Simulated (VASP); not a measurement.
Write the native input for VASP 6.6.1 that does the following.

```
Task                   : single point
Functional             : PBE
Potentials or basis    : VASP PAW PBE potentials, release 64 (Cu, N)
Cutoff                 : 600 eV
k mesh                 : 12 × 12 × 12
Occupations            : gaussian, width 0.1 eV
Spin                   : no spin polarisation
Dipole correction      : no
Further INCAR settings : ALGO = Normal; EDIFF = 1e-06; NBANDS = 27
```

The structure of Cu3N lies in POSCAR:

```
Cu3N
1.0
    3.6128564377      0.0000000000      0.0000000000
    0.0000000000      3.6128564377      0.0000000000
    0.0000000000      0.0000000000      3.6128564377
Cu N
3 1
Direct
    0.5000000000      0.0000000000      0.0000000000
    0.0000000000      0.5000000000      0.0000000000
    0.0000000000      0.0000000000      0.5000000000
    0.0000000000      0.0000000000      0.0000000000
```

These files were run (other wordings do the same):

INCAR

```
SYSTEM = Cu3N
PREC = Accurate
ENCUT = 600
EDIFF = 1E-6
ISMEAR = 0
SIGMA = 0.1
LREAL = .FALSE.
LASPH = .TRUE.
NELM = 120
ALGO = Normal
ISIF = 2
LWAVE = .FALSE.
LCHARG = .FALSE.
GGA = PE
NBANDS = 27
GGA_COMPAT = .FALSE.
```

KPOINTS

```
Automatic mesh
0
G
  12 12 12
  0 0 0
```

Potentials or basis: VASP PAW PBE potentials, release 64 (Cu, N).

The run is started by

```bash
$ cat potpaw_PBE.64/Cu/POTCAR potpaw_PBE.64/N/POTCAR > POTCAR
$ mpirun -np 1 vasp_std > vasp.out
```

It gave:

```
Pressure               : 30.9 GPa
Band gap on the k mesh : zero (band 19 reaches 6.86 eV, above the bottom of band 20 at 6.51 eV)
```

Run time: 2.4 min on 1 thread of Intel(R) Xeon(R) Platinum 8488C (Sapphire Rapids), on a shared host, peak memory 0.24 GiB.
